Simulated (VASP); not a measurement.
# TiCo (Pm-3m) in VASP: notebook

The runs below take TiCo through single point, with r2SCAN.

All numbers are computed with VASP 6.6.1; they aren't measurements. Logs are shortened: lines on timing, memory, paths and dates and some standing lists are left out, and cuts for length are marked.

## Step 1: The cell of the first run

It takes space group Pm-3m (No. 221, cubic). The conventional cell has a = 2.948 Å, b = 2.948 Å, c = 2.948 Å, α = 90.00°, β = 90.00°, γ = 90.00°. Ti (site symmetry m-3m) has 8 Co at 2.55 Å and 6 Ti at 2.95 Å within 3.4 Å. Within 3.4 Å of Co (site symmetry m-3m) lie 8 Ti at 2.55 Å and 6 Co at 2.95 Å.

## Step 2: Single point, r2SCAN, collinear spin, ferrimagnetic start (12.81 Å³/atom)

The input, POSCAR:

```
TiCo
1.0
    2.9483288942      0.0000000000      0.0000000000
    0.0000000000      2.9483288942      0.0000000000
    0.0000000000      0.0000000000      2.9483288942
Ti Co
1 1
Direct
    0.0000000000      0.0000000000      0.0000000000
    0.5000000000      0.5000000000      0.5000000000
```

The input, INCAR.step1:

```
SYSTEM = TiCo
ALGO = Normal
EDIFF = 1E-4
ENCUT = 520
GGA = PE
ISMEAR = 0
ISPIN = 2
LASPH = .True.
LCHARG = .False.
LMAXMIX = 4
LREAL = .False.
LWAVE = .True.
MAGMOM = -0.26 1.5
NBANDS = 22
NELM = 150
PREC = Accurate
SIGMA = 0.05
```

The input, INCAR.step2:

```
SYSTEM = TiCo
ALGO = Normal
EDIFF = 1E-7
ENCUT = 520
ISIF = 2
ISMEAR = 0
ISPIN = 2
ISTART = 1
LASPH = .True.
LCHARG = .False.
LMAXMIX = 4
LMIXTAU = .True.
LORBIT = 11
LREAL = .False.
LWAVE = .False.
MAGMOM = -0.26 1.5
METAGGA = R2SCAN
NBANDS = 22
NELM = 150
PREC = Accurate
SIGMA = 0.05
```

The input, KPOINTS:

```
k-points
0
Gamma
  12 12 12
  0 0 0
```

Potentials or basis: VASP PAW PBE potentials, release 64 (Ti_sv, Co).

The run is started by

```console
$ cat potpaw_PBE.64/Ti_sv/POTCAR potpaw_PBE.64/Co/POTCAR > POTCAR
$ cp INCAR.step1 INCAR
$ mpirun -np 1 vasp_std > vasp.out
$ cp INCAR.step2 INCAR
$ mpirun -np 1 vasp_std > vasp.out
```

OUTCAR:

```text
SYSTEM = TiCo
   EDIFF = 1E-7
   ENCUT = 520
   ISIF = 2
   ISMEAR = 0
   ISPIN = 2
   ISTART = 1
   LASPH = .True.
   LORBIT = 11
   LREAL = .False.
   METAGGA = R2SCAN
   NELM = 150
   PREC = Accurate

 ion  position               nearest neighbor table
   1  0.000  0.000  0.000-   2 2.55   2 2.55   2 2.55   2 2.55   2 2.55   2 2.55   2 2.55   2 2.55

   2  0.500  0.500  0.500-   1 2.55   1 2.55   1 2.55   1 2.55   1 2.55   1 2.55   1 2.55   1 2.55

  LATTYP: Found a simple cubic cell.
 ALAT       =     2.9483288942

  Lattice vectors:

 A1 = (   2.9483288942,   0.0000000000,   0.0000000000)
 A2 = (   0.0000000000,   2.9483288942,   0.0000000000)
 A3 = (   0.0000000000,   0.0000000000,   2.9483288942)

Analysis of symmetry for initial positions (statically):
=====================================================================
 Subroutine PRICEL returns:
 Original cell was already a primitive cell.

 Routine SETGRP: Setting up the symmetry group for a
 simple cubic supercell.

 Subroutine GETGRP returns: Found 48 space group operations
 (whereof 48 operations were pure point group operations)
 out of a pool of 48 trial point group operations.

The static configuration has the point symmetry O_h .

Analysis of symmetry for dynamics (positions and initial velocities):
=====================================================================
 Subroutine PRICEL returns:
 Original cell was already a primitive cell.

 Routine SETGRP: Setting up the symmetry group for a
 simple cubic supercell.

 Subroutine GETGRP returns: Found 48 space group operations
 (whereof 48 operations were pure point group operations)
 out of a pool of 48 trial point group operations.

The dynamic configuration has the point symmetry O_h .

Analysis of structural, dynamic, and magnetic symmetry:
=====================================================================
 Subroutine PRICEL returns:
 Original cell was already a primitive cell.

 Routine SETGRP: Setting up the symmetry group for a
 simple cubic supercell.

 Subroutine GETGRP returns: Found 48 space group operations
 (whereof 48 operations were pure point group operations)
 out of a pool of 48 trial point group operations.

The overall configuration has the point symmetry O_h .

 Subroutine INISYM returns: Found 48 space group operations
 (whereof 48 operations are pure point group operations),
 and found     1 'primitive' translations

----------------------------------------------------------------------------------------

                                     Primitive cell

  volume of cell :      25.6288

  direct lattice vectors                    reciprocal lattice vectors
     2.948328894  0.000000000  0.000000000     0.339175186  0.000000000  0.000000000
     0.000000000  2.948328894  0.000000000     0.000000000  0.339175186  0.000000000
     0.000000000  0.000000000  2.948328894     0.000000000  0.000000000  0.339175186

  length of vectors
     2.948328894  2.948328894  2.948328894     0.339175186  0.339175186  0.339175186

  position of ions in fractional coordinates (direct lattice)
     0.000000000  0.000000000  0.000000000
     0.500000000  0.500000000  0.500000000

  ion indices of the primitive-cell ions
   primitive index   ion index
                 1           1
                 2           2

----------------------------------------------------------------------------------------

 KPOINTS: k-points

Automatic generation of k-mesh.
 Grid dimensions read from file:
 generate k-points for:   12   12   12

 Generating k-lattice:

  Cartesian coordinates                     Fractional coordinates (reciprocal lattice)
     0.028264599  0.000000000  0.000000000     0.083333333  0.000000000  0.000000000
     0.000000000  0.028264599  0.000000000     0.000000000  0.083333333  0.000000000
     0.000000000  0.000000000  0.028264599     0.000000000  0.000000000  0.083333333

  Length of vectors
     0.028264599  0.028264599  0.028264599

  Shift w.r.t. Gamma in fractional coordinates (k-lattice)
     0.000000000  0.000000000  0.000000000

 Subroutine IBZKPT returns following result:
 ===========================================

 Found     84 irreducible k-points:

 Following reciprocal coordinates:
            Coordinates               Weight
  0.000000  0.000000  0.000000      1.000000
  0.083333  0.000000  0.000000      6.000000
  0.166667  0.000000  0.000000      6.000000
  0.250000  0.000000  0.000000      6.000000
  0.333333  0.000000  0.000000      6.000000
  0.416667  0.000000  0.000000      6.000000
[... 16 lines left out ...]
  0.333333  0.333333  0.000000     12.000000
  0.416667  0.333333  0.000000     24.000000
 [... further k-points ...]
   k-points           NKPTS =     84   k-points in BZ     NKDIM =     84   number of bands    NBANDS=     22
   number of dos      NEDOS =    301   number of ions     NIONS =      2
   total plane-waves  NPLWV =  13824
   dimension x,y,z NGX =    24 NGY =   24 NGZ =   24
   dimension x,y,z NGXF=    48 NGYF=   48 NGZF=   48
   ions per type =               1   1
   NGX,Y,Z   is equivalent  to a cutoff of  13.53, 13.53, 13.53 a.u.
   NGXF,Y,Z  is equivalent  to a cutoff of  27.07, 27.07, 27.07 a.u.
 SYSTEM =  TiCo
   PREC   = accura    normal or accurate (medium, high low for compatibility)
   ISTART =      1    job   : 0-new  1-cont  2-samecut
   ICHARG =      0    charge: 1-file 2-atom 10-const
   ISPIN  =      2    spin polarized calculation?
   LNONCOLLINEAR =      F non collinear calculations
   LSORBIT =      F    spin-orbit coupling
   LASPH  =      T    aspherical Exc in radial PAW
   ENCUT  =  520.0 eV  38.22 Ry    6.18 a.u.   5.48  5.48  5.48*2*pi/ulx,y,z
   NELM   =    150;   NELMIN=  2; NELMDL=  0     # of ELM steps
   EDIFF  = 0.1E-06   stopping-criterion for ELM
   LREAL  =      F    real-space projection
   EDIFFG = 0.1E-05   stopping-criterion for IOM
   NSW    =      0    number of steps for IOM
   IBRION =     -1    ionic relax: 0-MD 1-quasi-New 2-CG
   NFREE  =      0    steps in history (QN), initial steepest desc. (CG)
   ISIF   =      2    stress and relaxation
   ISYM   =      2    0-nonsym 1-usesym 2-fastsym
   POTIM  = 0.5000    time-step for ionic-motion
   TEBEG  =    0.0;   TEEND  =   0.0 temperature during run
   PSTRESS=    0.0 pullay stress
   NELECT =      21.0000    total number of electrons
   NUPDOWN=      -1.0000    fix difference up-down
   EMIN   =  10.00;   EMAX   =-10.00  energy-range for DOS
   EFERMI =   0.00;   METHOD = LEGACY
   ISMEAR =     0;   SIGMA  =   0.05  broadening in eV -4-tet -1-fermi 0-gaus
   EFERMI_NEDOS =   21; number of points for ismear=-14 and -15
   IALGO  =     38    algorithm
   IMIX   =      4    mixing-type and parameters
     AMIX     =   0.40;   BMIX     =  1.00
     AMIX_MAG =   1.60;   BMIX_MAG =  1.00
  volume/ion in A,a.u.               =      12.81        86.48
  Fermi-wavevector in a.u.,A,eV,Ry     =   1.531929  2.894926 31.930245  2.346807
  Thomas-Fermi vector in A             =   2.639206
   LORBIT       =     11    0 simple, 1 ext, 2 COOP (PROOUT), +10 PAW based schemes
   METAGGA = R2SCAN    functional components
   LHFCALC =     F    Hartree Fock is set to
   AEXX    =    0.0000 exact exchange contribution
   IVDW    =     0    specifies the selected vdW correction
   LEPSILON=     F    determine dielectric tensor
   LRPA    =     F    only Hartree local field effects (RPA)
 spin polarized calculation
 Gauss-broadening in eV      SIGMA  =   0.05
  energy-cutoff  :      520.00
  volume of cell :       25.63
 maximum number of plane-waves:       739
 NGX is ok and might be reduce to    24
   NGX = 11   NGY = 11   NGZ = 11

 number of electron      20.9999999 magnetization       0.9021005

 Free energy of the ion-electron system (eV)
  ---------------------------------------------------
  ext. energy  EPLUGINS =         0.00000000
  ---------------------------------------------------
  free energy    TOTEN  =       -26.99541359 eV

  energy without entropy =      -26.99314428  energy(sigma->0) =      -26.99427894

 E-fermi :  10.4075     XC(G=0): -13.8700

 val. band max:       10.4040677080   @ k =   0.3333   0.0833   0.0833
 cond. band min:      10.4136319666   @ k =   0.3333   0.0833   0.0000
 fundamental gap:      0.0095642586
 Fermi energy:        10.4074649696

 spin component 1

 k-point     1 :       0.0000    0.0000    0.0000
  band No.  band energies     occupation
      1     -48.9003      1.00000
      2     -23.9430      1.00000
      3     -23.9430      1.00000
      4     -23.9430      1.00000
      5       2.3049      1.00000
      6       5.5284      1.00000
[... 14 lines left out ...]
     21      31.5704      0.00000
     22      32.6086      0.00000
[... 552 lines left out ...]
  band No.  band energies     occupation
      1     -48.8389      1.00000
      2     -24.2256      1.00000
      3     -24.1577      1.00000
      4     -23.8940      1.00000
      5       5.3773      1.00000
      6       6.1728      1.00000
[... 14 lines left out ...]
     21      28.3147      0.00000
     22      31.2856      0.00000

 [... further k-points ...]

 spin component 2

 k-point     1 :       0.0000    0.0000    0.0000
  band No.  band energies     occupation
      1     -49.1169      1.00000
      2     -24.1484      1.00000
      3     -24.1484      1.00000
      4     -24.1484      1.00000
      5       1.9030      1.00000
      6       6.7589      1.00000
[... 14 lines left out ...]
     21      31.9459      0.00000
     22      32.4080      0.00000
[... 552 lines left out ...]
  band No.  band energies     occupation
      1     -49.0519      1.00000
      2     -24.4472      1.00000
      3     -24.3757      1.00000
      4     -24.0975      1.00000
      5       5.7593      1.00000
      6       6.5450      1.00000
[... 14 lines left out ...]
     21      28.0294      0.00000
     22      31.3755      0.00000

 [... further k-points ...]

------------------------ aborting loop because EDIFF is reached ----------------------------------------

  FORCE on cell =-STRESS in cart. coord.  units (eV):
  Direction    XX          YY          ZZ          XY          YZ          ZX
  --------------------------------------------------------------------------------------
  -------------------------------------------------------------------------------------
  Total        1.1608110      1.1608110      1.1608110      0.0000000     -0.0000000      0.0000000
  in kB       72.5678579     72.5678579     72.5678579      0.0000000     -0.0000000      0.0000000
  external PRESSURE =      72.5678579 kB  Pullay stress =       0.0000000 kB

 VOLUME and BASIS-vectors are now :
 -----------------------------------------------------------------------------
  energy-cutoff  :      520.00
  volume of cell :       25.63
      direct lattice vectors                 reciprocal lattice vectors
     2.948328894  0.000000000  0.000000000     0.339175186  0.000000000  0.000000000
     0.000000000  2.948328894  0.000000000     0.000000000  0.339175186  0.000000000
     0.000000000  0.000000000  2.948328894     0.000000000  0.000000000  0.339175186

 POSITION                                       TOTAL-FORCE (eV/Angst)
 -----------------------------------------------------------------------------------
      0.00000      0.00000      0.00000         0.000000      0.000000      0.000000
      1.47416      1.47416      1.47416         0.000000      0.000000      0.000000
 -----------------------------------------------------------------------------------
    total drift:                                0.000000      0.000000     -0.000000

  FREE ENERGIE OF THE ION-ELECTRON SYSTEM (eV)
  ---------------------------------------------------
  free  energy   TOTEN  =       -26.9954135886 eV

  energy  without entropy=      -26.9931442823  energy(sigma->0) =      -26.99427894

 total charge

# of ion       s       p       d       tot
------------------------------------------
    1        2.253   6.211   1.838  10.302
    2        0.574   0.549   7.270   8.393
--------------------------------------------------
tot          2.827   6.760   9.108  18.695

 magnetization (x)

# of ion       s       p       d       tot
------------------------------------------
    1       -0.007  -0.037  -0.172  -0.216
    2        0.042  -0.032   1.282   1.292
--------------------------------------------------
tot          0.035  -0.069   1.110   1.076
```

Run time: 4.5 min. Hardware: 1 thread of AMD EPYC 9R45 (Zen 5), shared host; peak memory 0.18 GiB.

Results:

```yaml
Free_energy: -26.9954 eV
Pressure: 7.3 GPa
Net_moment: 0.90 μB per cell
Site_moments: Ti -0.22; Co +1.29 μB
Valence_electrons_inside_the_program's_atomic_spheres: Ti 10.30; Co 8.39
```

Caveat: the cell stands under pressure; the PAW data sets were made with another functional, which shifts forces and pressure a little.

## Step 3: Single point, r2SCAN, collinear spin, ferrimagnetic start (13.08 Å³/atom)

This run uses another cell than the first one, of 13.08 Å³/atom.

The input, POSCAR:

```
TiCo
1.0
    2.9686628395      0.0000000000      0.0000000000
    0.0000000000      2.9686628395      0.0000000000
    0.0000000000      0.0000000000      2.9686628395
Ti Co
1 1
Direct
    0.0000000000      0.0000000000      0.0000000000
    0.5000000000      0.5000000000      0.5000000000
```

The input, INCAR.step1:

```
ALGO = Normal
EDIFF = 1E-4
ENCUT = 520
GGA = PE
ISMEAR = 0
ISPIN = 2
LASPH = T
LCHARG = F
LMAXMIX = 4
LREAL = F
LWAVE = T
MAGMOM = -0.29 1.55
NBANDS = 22
NELM = 150
PREC = Accurate
SIGMA = 0.05
```

The input, INCAR.step2:

```
ALGO = Normal
EDIFF = 1E-6
ENCUT = 520
ISIF = 2
ISMEAR = 0
ISPIN = 2
ISTART = 1
LASPH = T
LCHARG = T
LELF = T
LMAXMIX = 4
LMIXTAU = T
LORBIT = 11
LREAL = F
LVHAR = T
LWAVE = F
MAGMOM = -0.29 1.55
METAGGA = R2SCAN
NBANDS = 22
NELM = 150
PREC = Accurate
SIGMA = 0.05
```

The input, KPOINTS:

```
k-points
0
Gamma
  12 12 12
```

Potentials or basis: VASP PAW PBE potentials, release 64 (Ti_sv, Co).

The run is started by

```console
$ cat potpaw_PBE.64/Ti_sv/POTCAR potpaw_PBE.64/Co/POTCAR > POTCAR
$ cp INCAR.step1 INCAR
$ mpirun -np 1 vasp_std > vasp.out
$ cp INCAR.step2 INCAR
$ mpirun -np 1 vasp_std > vasp.out
```

Wall time 3.7 min (1 thread of AMD EPYC 9R45 (Zen 5), shared host); peak memory 0.18 GiB.

The run converged. Its results:

```yaml
Free_energy: -27.0135 eV
Pressure: 3.6 GPa
Net_moment: 0.90 μB per cell
Site_moments: Ti -0.25; Co +1.33 μB
Valence_electrons_inside_the_program's_atomic_spheres: Ti 10.27; Co 8.36
```

Levels at points of the mesh, in eV from the Fermi level:
Spin up:
```tsv
k point	band 8	band 9	band 10	band 11	band 12	band 13	band 14	band 15
(0.00, 0.00, 0.00)	-2.36	-2.36	-2.36	0.55	0.55	2.96	2.96	2.96
(0.50, 0.00, 0.00)	-2.51	-2.51	-2.04	-1.16	-0.37	0.87	0.87	2.57
(0.50, 0.50, 0.00)	-3.18	-2.34	-1.24	0.69	0.69	1.31	2.63	2.63
(0.50, 0.50, 0.50)	-2.31	-2.31	-2.13	-2.13	-2.13	3.74	3.74	7.23
```
Spin down:
```
           k point  band 6  band 7  band 8  band 9  band 10  band 11  band 12  band 13  band 14  band 15
(0.00, 0.00, 0.00)   -3.52   -3.52   -1.47   -1.47    -1.47     1.60     1.60     2.96     2.96     2.96
(0.50, 0.00, 0.00)   -4.28   -1.58   -1.58   -1.28    -1.03    -0.90     0.72     0.72     1.45     2.44
(0.50, 0.50, 0.00)   -4.05   -2.51   -2.51    0.29     0.29     0.97     1.08     1.32     2.79     2.79
(0.50, 0.50, 0.50)   -2.60   -2.60   -2.37   -2.37    -2.37     1.01     1.01     3.37     3.37     7.91
```

Caveat: the cell stands under pressure; the PAW data sets were made with another functional, which shifts forces and pressure a little.

## Step 4: Single point, r2SCAN, collinear spin, ferrimagnetic start (13.35 Å³/atom)

This run uses another cell than the first one, of 13.35 Å³/atom.

The input, POSCAR:

```
TiCo
1.0
    2.9887219807      0.0000000000      0.0000000000
    0.0000000000      2.9887219807      0.0000000000
    0.0000000000      0.0000000000      2.9887219807
Ti Co
1 1
Direct
    0.0000000000      0.0000000000      0.0000000000
    0.5000000000      0.5000000000      0.5000000000
```

The input, INCAR.step1:

```
SYSTEM = TiCo
ALGO     = Normal         ! electronic algorithm
EDIFF    = 1E-4           ! SCF threshold, eV
ENCUT    = 520            ! plane-wave cutoff, eV
GGA      = PE             ! functional
ISMEAR   = 0              ! smearing method
ISPIN    = 2              ! spin polarisation
LASPH    = .TRUE.         ! aspherical terms in the spheres
LCHARG   = .FALSE.        ! write CHGCAR
LMAXMIX  = 4              ! l up to which the mixer works
LREAL    = .FALSE.        ! projectors in reciprocal space
LWAVE    = .TRUE.         ! write WAVECAR
MAGMOM   = -0.29 1.55     ! initial moments
NBANDS   = 22             ! bands
NELM     = 150            ! most SCF steps
PREC     = Accurate       ! precision mode
SIGMA    = 0.05           ! smearing width, eV
```

The input, INCAR.step2:

```
SYSTEM = TiCo
ALGO     = Normal         ! electronic algorithm
EDIFF    = 1E-7           ! SCF threshold, eV
ENCUT    = 520            ! plane-wave cutoff, eV
ISIF     = 2              ! what is computed and relaxed
ISMEAR   = 0              ! smearing method
ISPIN    = 2              ! spin polarisation
ISTART   = 1            
LASPH    = .TRUE.         ! aspherical terms in the spheres
LCHARG   = .FALSE.        ! write CHGCAR
LMAXMIX  = 4              ! l up to which the mixer works
LMIXTAU  = .TRUE.       
LORBIT   = 11             ! projections on sites
LREAL    = .FALSE.        ! projectors in reciprocal space
LWAVE    = .FALSE.        ! write WAVECAR
MAGMOM   = -0.29 1.55     ! initial moments
METAGGA  = R2SCAN         ! meta-GGA
NBANDS   = 22             ! bands
NELM     = 150            ! most SCF steps
PREC     = Accurate       ! precision mode
SIGMA    = 0.05           ! smearing width, eV
```

The input, KPOINTS:

```
k-points
0
G
  12 12 12
  0 0 0
```

The run is started by

```console
$ cat potpaw_PBE.64/Ti_sv/POTCAR potpaw_PBE.64/Co/POTCAR > POTCAR
$ cp INCAR.step1 INCAR
$ mpirun -np 1 vasp_std > vasp.out
$ cp INCAR.step2 INCAR
$ mpirun -np 1 vasp_std > vasp.out
```

Run time: 4.3 min. Hardware: 1 thread of AMD EPYC 9R45 (Zen 5), shared host; peak memory 0.18 GiB.

The run converged. Its results:

```yaml
Free_energy: -27.0201 eV
Pressure: 0.3 GPa
Net_moment: 0.90 μB per cell
Site_moments: Ti -0.28; Co +1.38 μB
Valence_electrons_inside_the_program's_atomic_spheres: Ti 10.24; Co 8.32
```

Levels at points of the mesh, in eV from the Fermi level:
Spin up:
| k point | band 8 | band 9 | band 10 | band 11 | band 12 | band 13 | band 14 | band 15 |
| --- | --- | --- | --- | --- | --- | --- | --- | --- |
| (0.00, 0.00, 0.00) | -2.35 | -2.35 | -2.35 | 0.56 | 0.56 | 2.90 | 2.90 | 2.90 |
| (0.50, 0.00, 0.00) | -2.50 | -2.50 | -2.05 | -1.22 | -0.29 | 0.88 | 0.88 | 2.53 |
| (0.50, 0.50, 0.00) | -3.14 | -2.37 | -1.26 | 0.66 | 0.66 | 1.31 | 2.57 | 2.57 |
| (0.50, 0.50, 0.50) | -2.34 | -2.34 | -2.05 | -2.05 | -2.05 | 3.69 | 3.69 | 7.05 |
Spin down:
```csv
k point,band 8,band 9,band 10,band 11,band 12,band 13
"(0.00, 0.00, 0.00)",-1.42,-1.42,-1.42,1.59,1.59,2.88
"(0.50, 0.00, 0.00)",-1.53,-1.17,-0.99,-0.89,0.70,0.70
"(0.50, 0.50, 0.00)",-2.44,0.25,0.25,1.03,1.11,1.28
"(0.50, 0.50, 0.50)",-2.32,-2.32,-2.32,1.07,1.07,3.26
```

Caveat: the PAW data sets were made with another functional, which shifts forces and pressure a little.

## Step 5: Overview

| cell | gap on the mesh (eV) | pressure (GPa) | moment (μB) |
| --- | --- | --- | --- |
| a = 2.948 Å, 2 atoms | none | 7.3 | 0.90 |
| a = 2.969 Å, 2 atoms | none | 3.6 | 0.90 |
| a = 2.989 Å, 2 atoms | none | 0.3 | 0.90 |

Alike in all rows: task single point; level r2SCAN; potentials or basis VASP PAW PBE potentials, release 64 (Ti_sv, Co); spin collinear, ferrimagnetic start; k mesh 12 × 12 × 12; cutoff (eV) 520; smearing gaussian 0.05 eV.

Caveats: the PAW data sets were made with another functional, which shifts forces and pressure a little; the cell stands under pressure (at least some runs).

Absolute energies hang on the potentials; compare differences alone.
